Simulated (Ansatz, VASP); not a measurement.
**Two plane-wave programs on Co**

```
CELL_PARAMETERS angstrom
0.00000 1.76105 1.76105
1.76105 0.00000 1.76105
1.76105 1.76105 0.00000
ATOMIC_POSITIONS crystal
Co 0.00000 0.00000 0.00000
```

Alike in both runs: functional PBE; k mesh 26 × 26 × 26; occupations gaussian, width 0.1 eV; collinear spin.

Ansatz relaxed the structure, and its values are those at the end. VASP's run is a single point on that final structure, the one shown.

|  | VASP | Ansatz |
| --- | --- | --- |
| version | VASP 6.6.1 | Ansatz 0.2.0 |
| potentials or method | VASP PAW PBE potentials, release 64 (Co), cutoff 520 eV | scalar-relativistic, plane waves, PAW |
| valence electrons in the cell | 9 | 17 |

|  | VASP | Ansatz | Ansatz less VASP |
| --- | --- | --- | --- |
| gap on the k mesh at the Fermi level (eV) | none | none | - |
| pressure (GPa) | -0.7 | 0.0 | +0.73 |
| net moment per atom (μB) | 1.65 | 1.66 | +0.011 |
| size of the moment on the site where the two differ most (μB) | 1.67 | 1.73 | +0.061 |

Site moments also hang on the region over which each program counts them. A gap of «none» marks a metal or a gap that the smearing closes. With one functional, cell and mesh, what is left measures potentials, basis and numerics. VASP's potentials hold 9 valence electrons a cell and Ansatz's 17, so a difference there can come from the potentials and not from the codes.
